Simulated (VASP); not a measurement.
Here is a VASP 6.6.1 calculation.

The input INCAR:

```
SYSTEM = Ti
  PREC = Accurate
  ENCUT = 520
  EDIFF = 1E-7
  ISMEAR = 0
  SIGMA = 0.15
  LREAL = .False.
  LASPH = .True.
  NELM = 150
  ALGO = Normal
  ISIF = 2
  LWAVE = .False.
  LCHARG = .True.
  ISPIN = 2
  MAGMOM = 0.25
  LORBIT = 11
  NUPDOWN = 0.25
  LMAXMIX = 4
  LELF = .True.
  LVHAR = .True.
  NBANDS = 16
```

The input KPOINTS:

```
Automatic mesh
0
Gamma
  22 22 22
  0 0 0
```

POSCAR

```
Ti
1.0
    0.0000000000      1.8724558086      1.8724558086
    1.8724558086      0.0000000000      1.8724558086
    1.8724558086      1.8724558086      0.0000000000
Ti
1
Direct
    0.0000000000      0.0000000000      0.0000000000
```

Potentials or basis: VASP PAW LDA potentials, release 64 (Ti_sv).

Launch:

```bash
$ cat potpaw_LDA.64/Ti_sv/POTCAR > POTCAR
$ mpirun -np 1 vasp_std > vasp.out
```

What does it give for the pressure?

33.5 GPa.

Caveat: the total moment is fixed, so each spin has its own Fermi level.
